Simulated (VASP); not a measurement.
# FeO in VASP: settings compared

FeO is run at these levels: PBEsol, PBE; tasks: single point.

All numbers are computed with VASP 6.6.1; they aren't measurements. Logs are shortened: lines on timing, memory, paths and dates and some standing lists are left out, and cuts for length are marked.

### Step 1. The cell of the first run

The typed cell holds 4 atoms: a = 3.046 Å, b = 3.046 Å, c = 5.464 Å, α = 90.00°, β = 90.00°, γ = 90.00°.

### Step 2. Single point, PBEsol, collinear spin, ferromagnetic start

Input file INCAR:

```
SYSTEM = FeO
  PREC = Accurate
  ENCUT = 520
  EDIFF = 1E-6
  ISMEAR = -1
  SIGMA = 0.05
  LREAL = .FALSE.
  LASPH = .TRUE.
  NELM = 150
  ALGO = Normal
  ISIF = 2
  LWAVE = .FALSE.
  LCHARG = .FALSE.
  ISPIN = 2
  MAGMOM = 3 3 0 0
  LORBIT = 11
  LMAXMIX = 4
  GGA = PS
  NBANDS = 26
```

Input file KPOINTS:

```
Automatic mesh
0
G
  8 8 5
  0 0 0
```

Input file POSCAR:

```
FeO
1.0
    3.0458920022      0.0000000000      0.0000000000
    0.0000000000      3.0458920022      0.0000000000
    0.0000000000      0.0000000000      5.4642115070
Fe O
2 2
Direct
    0.4945490000      0.0058170000      0.4987940000
   -0.0036020000      0.4892050000      0.0041160000
    0.4831590000      0.5007770000      0.2568310000
    0.5100890000      0.5110770000      0.7449730000
```

Potentials or basis: VASP PAW PBE potentials, release 64 (Fe, O).

Started as:

```
$ cat potpaw_PBE.64/Fe/POTCAR potpaw_PBE.64/O/POTCAR > POTCAR
$ mpirun -np 1 vasp_std > vasp.out
```

OUTCAR:

```text
SYSTEM = FeO
   PREC = Accurate
   ENCUT = 520
   EDIFF = 1E-6
   ISMEAR = -1
   LREAL = .FALSE.
   LASPH = .TRUE.
   NELM = 150
   ISIF = 2
   ISPIN = 2
   LORBIT = 11
   GGA = PS

 ion  position               nearest neighbor table
   1  0.495  0.006  0.499-   3 2.01   4 2.02   3 2.03   4 2.04
   2  0.996  0.489  0.004-   3 2.03   4 2.05   3 2.09   4 2.11
   3  0.483  0.501  0.257-   1 2.01   2 2.03   1 2.03   2 2.09
   4  0.510  0.511  0.745-   1 2.02   1 2.04   2 2.05   2 2.11

  LATTYP: Found a simple tetragonal cell.
 ALAT       =     3.0458920022
 C/A-ratio  =     1.7939610147

  Lattice vectors:

 A1 = (   3.0458920022,   0.0000000000,   0.0000000000)
 A2 = (   0.0000000000,   3.0458920022,   0.0000000000)
 A3 = (   0.0000000000,   0.0000000000,   5.4642115070)

Analysis of symmetry for initial positions (statically):
=====================================================================
 Subroutine PRICEL returns:
 Original cell was already a primitive cell.

 Routine SETGRP: Setting up the symmetry group for a
 simple tetragonal supercell.

 Subroutine GETGRP returns: Found  1 space group operations
 (whereof  1 operations were pure point group operations)
 out of a pool of 16 trial point group operations.

The static configuration has the point symmetry C_1 .

Analysis of symmetry for dynamics (positions and initial velocities):
=====================================================================
 Subroutine PRICEL returns:
 Original cell was already a primitive cell.

 Routine SETGRP: Setting up the symmetry group for a
 simple tetragonal supercell.

 Subroutine GETGRP returns: Found  1 space group operations
 (whereof  1 operations were pure point group operations)
 out of a pool of 16 trial point group operations.

The dynamic configuration has the point symmetry C_1 .

Analysis of structural, dynamic, and magnetic symmetry:
=====================================================================
 Subroutine PRICEL returns:
 Original cell was already a primitive cell.

 Routine SETGRP: Setting up the symmetry group for a
 simple tetragonal supercell.

 Subroutine GETGRP returns: Found  1 space group operations
 (whereof  1 operations were pure point group operations)
 out of a pool of 16 trial point group operations.

The overall configuration has the point symmetry C_1 .

 Subroutine INISYM returns: Found  1 space group operations
 (whereof  1 operations are pure point group operations),
 and found     1 'primitive' translations

----------------------------------------------------------------------------------------
[... 120 lines left out ...]
  Thomas-Fermi vector in A             =   2.471297
   LORBIT       =     11    0 simple, 1 ext, 2 COOP (PROOUT), +10 PAW based schemes
   GGA     = PS    functional components
   LHFCALC =     F    Hartree Fock is set to
   AEXX    =    0.0000 exact exchange contribution
   IVDW    =     0    specifies the selected vdW correction
   LEPSILON=     F    determine dielectric tensor
   LRPA    =     F    only Hartree local field effects (RPA)
 spin polarized calculation
  energy-cutoff  :      520.00
  volume of cell :       50.69
 maximum number of plane-waves:      1386
   NGX = 11   NGY = 11   NGZ = 21

 number of electron      27.9999998 magnetization       7.2791218

 Free energy of the ion-electron system (eV)
  ---------------------------------------------------
  ext. energy  EPLUGINS =         0.00000000
  ---------------------------------------------------
  free energy    TOTEN  =       -31.18546064 eV

  energy without entropy =      -31.13634158  energy(sigma->0) =      -31.16090111

 E-fermi :   3.5114     XC(G=0): -11.0095

 val. band max:        3.5112837201   @ k =   0.1250  -0.3750   0.2000
 cond. band min:       3.5123358176   @ k =   0.2500  -0.3750   0.2000
 fundamental gap:      0.0010520975
 Fermi energy:         3.5114492830

 spin component 1

 k-point     1 :       0.0000    0.0000    0.0000
  band No.  band energies     occupation
      1     -16.1358      1.00000
      2     -15.1017      1.00000
      3      -4.6181      1.00000
      4      -2.4802      1.00000
      5      -2.2585      1.00000
      6      -0.8214      1.00000
[... 685 lines left out ...]
     25      16.6341      0.00000
     26      16.6700      0.00000

 [... further k-points ...]

 spin component 2

 k-point     1 :       0.0000    0.0000    0.0000
  band No.  band energies     occupation
      1     -15.7458      1.00000
      2     -14.7298      1.00000
      3      -3.8754      1.00000
      4      -1.1301      1.00000
      5      -0.8022      1.00000
      6       0.1500      1.00000
[... 685 lines left out ...]
     25      17.2448      0.00000
     26      17.4608      0.00000

 [... further k-points ...]
[... 5 lines left out ...]
  --------------------------------------------------------------------------------------
  -------------------------------------------------------------------------------------
  Total       -4.5038230     -4.9026396     -6.0957624     -0.0023149     -0.0333626     -0.0321574
  in kB     -142.3427637   -154.9473119   -192.6558113     -0.0731626     -1.0544198     -1.0163305
  external PRESSURE =    -163.3152956 kB  Pullay stress =       0.0000000 kB

 VOLUME and BASIS-vectors are now :
 -----------------------------------------------------------------------------
  energy-cutoff  :      520.00
  volume of cell :       50.69
      direct lattice vectors                 reciprocal lattice vectors
     3.045892002  0.000000000  0.000000000     0.328311050  0.000000000  0.000000000
     0.000000000  3.045892002  0.000000000     0.000000000  0.328311050  0.000000000
     0.000000000  0.000000000  5.464211507     0.000000000  0.000000000  0.183009021

 POSITION                                       TOTAL-FORCE (eV/Angst)
 -----------------------------------------------------------------------------------
      1.50634      0.01772      2.72552         0.025233     -0.041998      0.168435
      3.03492      1.49007      0.02249        -0.028439      0.154437     -0.182215
      1.47165      1.52531      1.40338         0.047490     -0.012603     -0.121424
      1.55368      1.55669      4.07069        -0.044285     -0.099836      0.135204
 -----------------------------------------------------------------------------------
    total drift:                               -0.000905      0.000054      0.000087

  FREE ENERGIE OF THE ION-ELECTRON SYSTEM (eV)
  ---------------------------------------------------
  free  energy   TOTEN  =       -31.1854606436 eV

  energy  without entropy=      -31.1363415779  energy(sigma->0) =      -31.16090111

 total charge

# of ion       s       p       d       tot
------------------------------------------
    1        0.353   0.388   6.012   6.753
    2        0.337   0.349   6.003   6.689
    3        1.559   3.393   0.000   4.952
    4        1.559   3.380   0.000   4.939
--------------------------------------------------
tot          3.809   7.510  12.015  23.333

 magnetization (x)

# of ion       s       p       d       tot
------------------------------------------
    1        0.028   0.020   3.270   3.318
    2        0.027   0.019   3.395   3.440
    3        0.018   0.168   0.000   0.186
    4        0.018   0.166   0.000   0.184
--------------------------------------------------
tot          0.091   0.373   6.665   7.129
```

OSZICAR:

```text
N       E                     dE             d eps       ncg     rms          rms(c)
DAV:   1     0.239744449681E+03    0.23974E+03   -0.12418E+04 16856   0.120E+03
DAV:   2    -0.761896674471E+01   -0.24736E+03   -0.22130E+03 17118   0.294E+02
[... 14 lines left out ...]
DAV:  17    -0.311854721875E+02   -0.55763E-04   -0.10729E-03 24566   0.439E-01    0.113E-01
DAV:  18    -0.311854663689E+02    0.58186E-05   -0.25439E-04 25134   0.198E-01    0.566E-02
DAV:  19    -0.311854616747E+02    0.46943E-05   -0.10534E-04 25700   0.105E-01    0.374E-02
DAV:  20    -0.311854620383E+02   -0.36360E-06   -0.27915E-05 23248   0.370E-02    0.186E-02
DAV:  21    -0.311854607820E+02    0.12563E-05   -0.48009E-06 12470   0.227E-02    0.931E-03
DAV:  22    -0.311854606436E+02    0.13834E-06   -0.21811E-06  9166   0.137E-02
   1 F= -.31185461E+02 E0= -.31160901E+02  d E =-.491191E-01  mag=     7.2788
```

stdout:

```text
POSCAR found type information on POSCAR FeO
 POSCAR found :  2 types and       4 ions
 scaLAPACK will be used
 -----------------------------------------------------------------------------
|                                                                             |
|                                                                             |
|     You enforced a specific xc type in the INCAR file but a different       |
|     I HOPE YOU KNOW WHAT YOU ARE DOING!                                     |
|                                                                             |
 -----------------------------------------------------------------------------

 LDA part: xc-table for (Slater+PW92), standard interpolation
 POSCAR, INCAR and KPOINTS ok, starting setup
 FFT: planning ... GRIDC
 FFT: planning ... GRID_SOFT
 FFT: planning ... GRID
 WAVECAR not read
 entering main loop
```

It took 3.1 min on 1 thread of Intel Xeon 6975P-C (Granite Rapids), shared host; peak memory 0.4 GiB.

What came out:

- Free energy: -31.1855 eV
- Pressure: -16.3 GPa
- Largest force: 0.241 eV/Å
- Net moment: 7.28 μB per cell
- Site moments: Fe +3.32, +3.44; O +0.19, +0.18 μB
- Valence electrons inside the program's atomic spheres: Fe 6.75, 6.69; O 4.95, 4.94

Forces on the atoms (eV/Å):
```
Fe   0.025 -0.042  0.168
Fe  -0.028  0.154 -0.182
O    0.047 -0.013 -0.121
O   -0.044 -0.100  0.135
```

Levels at points of the mesh, in eV from the Fermi level:
Spin up:
| k point | band 14 | band 15 | band 16 | band 17 | band 18 | band 19 | band 20 | band 21 | band 22 | band 23 |
| --- | --- | --- | --- | --- | --- | --- | --- | --- | --- | --- |
| (0.00, 0.00, 0.00) | -3.04 | -2.99 | -2.47 | -0.02 | 0.26 | 0.54 | 4.67 | 6.21 | 12.27 | 13.23 |
| (0.50, 0.00, 0.00) | -2.42 | -2.19 | -1.83 | -0.40 | 0.09 | 3.02 | 4.79 | 5.06 | 9.21 | 10.53 |
| (0.00, 0.50, 0.00) | -2.56 | -2.01 | -1.95 | -0.27 | -0.24 | 2.76 | 5.10 | 5.19 | 9.29 | 10.50 |
| (0.50, 0.50, 0.00) | -2.86 | -2.14 | -1.47 | -1.44 | 0.60 | 1.58 | 6.12 | 9.03 | 9.21 | 9.50 |
Spin down:
```
           k point  band 8  band 9  band 10  band 11  band 12  band 13
(0.00, 0.00, 0.00)   -2.77   -2.53    -1.55    -0.58     0.49     0.51
(0.50, 0.00, 0.00)   -3.41   -1.34     0.01     0.09     0.44     0.60
(0.00, 0.50, 0.00)   -3.35   -1.39     0.03     0.13     0.39     0.53
(0.50, 0.50, 0.00)   -4.12   -1.06    -0.30    -0.18     0.43     0.51
```

Caveat: the stress differs along the axes, from -19 to -14 GPa; the PAW data sets were made with another functional, which shifts forces and pressure a little; semilocal functionals often make such compounds metallic where correlation or magnetic order opens a gap, which also shifts bond lengths; the run started ferromagnetic, and an antiferromagnetic order may lie lower in energy. With open d or f shells a metallic result of PBEsol can be an artefact of self-interaction; +U or a hybrid may open a gap.

### Step 3. Single point, PBEsol, collinear spin, ferromagnetic start

Input file INCAR:

```
PREC = Accurate
ENCUT = 520
EDIFF = 1E-7
ISMEAR = -1
SIGMA = 0.05
LREAL = F
LASPH = T
NELM = 150
ALGO = Normal
ISIF = 2
LWAVE = F
LCHARG = F
ISPIN = 2
MAGMOM = 3 3 0 0
LORBIT = 11
LMAXMIX = 4
GGA = PS
NBANDS = 26
```

Input file KPOINTS:

```
regular mesh
0
Gamma
  9 9 5
```

Input file POSCAR:

```
FeO
1.0
    3.0458920022      0.0000000000      0.0000000000
    0.0000000000      3.0458920022      0.0000000000
    0.0000000000      0.0000000000      5.4642115070
Fe O
2 2
Direct
    0.5000000000      0.0000000000      0.5000000000
    0.0000000000      0.5000000000      0.0000000000
    0.5000000000      0.5000000000      0.2500000000
    0.5000000000      0.5000000000      0.7500000000
```

Potentials or basis: VASP PAW PBE potentials, release 64 (Fe, O).

Started as:

```
$ cat potpaw_PBE.64/Fe/POTCAR potpaw_PBE.64/O/POTCAR > POTCAR
$ mpirun -np 1 vasp_std > vasp.out
```

It took 3 min on 1 thread of Intel Xeon 8259CL, shared host; peak memory 0.23 GiB.

Results (log left out):

```
Free energy                                           : -31.1906 eV
Pressure                                              : -15.8 GPa
Net moment                                            : 7.38 μB per cell
Site moments                                          : Fe +3.42; O +0.20 μB
Valence electrons inside the program's atomic spheres : Fe 6.71; O 4.95
```

Stress tensor (GPa, compression positive):
```
-14.21   0.00   0.00
  0.00 -14.21   0.00
  0.00   0.00 -19.13
```

Levels at points of the mesh, in eV from the Fermi level:
Spin up:
```csv
k point,band 16,band 17,band 18,band 19,band 20,band 21
"(0.00, 0.00, 0.00)",-2.52,0.12,0.12,0.52,4.68,6.21
```
Spin down:
| k point | band 8 | band 9 | band 10 | band 11 | band 12 | band 13 |
| --- | --- | --- | --- | --- | --- | --- |
| (0.00, 0.00, 0.00) | -2.75 | -2.54 | -1.57 | -0.57 | 0.52 | 0.52 |

Caveat: the cell stands under tension; the PAW data sets were made with another functional, which shifts forces and pressure a little; semilocal functionals often make such compounds metallic where correlation or magnetic order opens a gap, which also shifts bond lengths; the run started ferromagnetic, and an antiferromagnetic order may lie lower in energy.

### Step 4. Single point, PBE, collinear spin, ferromagnetic start

This run uses another cell than the first one, of 13.43 Å³/atom.

Input file INCAR:

```
SYSTEM = FeO
PREC     = Accurate       ! precision mode
ENCUT    = 700            ! plane-wave cutoff, eV
EDIFF    = 1E-6           ! SCF threshold, eV
ISMEAR   = -1             ! smearing method
SIGMA    = 0.05           ! smearing width, eV
LREAL    = .False.        ! projectors in reciprocal space
LASPH    = .True.         ! aspherical terms in the spheres
NELM     = 200            ! most SCF steps
ALGO     = Normal         ! electronic algorithm
ISIF     = 2              ! what is computed and relaxed
LWAVE    = .False.        ! write WAVECAR
LCHARG   = .False.        ! write CHGCAR
ISPIN    = 2              ! spin polarisation
MAGMOM   = 3 3 0 0        ! initial moments
LORBIT   = 11             ! projections on sites
LMAXMIX  = 4              ! l up to which the mixer works
GGA      = PE             ! functional
NBANDS   = 34             ! bands
GGA_COMPAT= .False.
```

Input file KPOINTS:

```
Automatic mesh
0
Gamma
  9 9 5
  0 0 0
```

Input file POSCAR:

```
FeO
1.0
    3.1056305412      0.0000000000      0.0000000000
    0.0000000000      3.1056305412      0.0000000000
    0.0000000000      0.0000000000      5.5713801170
Fe O
2 2
Direct
    0.5000000000      0.0000000000      0.5000000000
    0.0000000000      0.5000000000      0.0000000000
    0.5000000000      0.5000000000      0.2500000000
    0.5000000000      0.5000000000      0.7500000000
```

Potentials or basis: VASP PAW PBE potentials, release 64 (Fe_sv, O).

Started as:

```
$ cat potpaw_PBE.64/Fe_sv/POTCAR potpaw_PBE.64/O/POTCAR > POTCAR
$ mpirun -np 1 vasp_std > vasp.out
```

Wall time 3.4 min (1 thread of AMD EPYC 7R13 (Zen 3), shared host); peak memory 0.3 GiB.

Results (log left out):

```
Free energy                                           : -29.7148 eV
Pressure                                              : -13.9 GPa
Net moment                                            : 7.91 μB per cell
Site moments                                          : Fe +3.46; O +0.25 μB
Valence electrons inside the program's atomic spheres : Fe 13.54; O 4.96
```

Stress tensor (GPa, compression positive):
```
-11.79   0.00   0.00
  0.00 -11.79   0.00
  0.00   0.00 -18.06
```

Levels at points of the mesh, in eV from the Fermi level:
Spin up:
| k point | band 24 | band 25 | band 26 | band 27 | band 28 | band 29 |
| --- | --- | --- | --- | --- | --- | --- |
| (0.00, 0.00, 0.00) | -2.76 | -0.16 | -0.16 | 0.21 | 4.52 | 5.79 |
Spin down:
| k point | band 16 | band 17 | band 18 | band 19 | band 20 | band 21 |
| --- | --- | --- | --- | --- | --- | --- |
| (0.00, 0.00, 0.00) | -2.56 | -2.54 | -1.65 | -0.43 | 0.55 | 0.55 |

Caveat: the stress differs along the axes, from -18 to -12 GPa; semilocal functionals often make such compounds metallic where correlation or magnetic order opens a gap, which also shifts bond lengths; the run started ferromagnetic, and an antiferromagnetic order may lie lower in energy.

(Continued in part 2 of 2.)
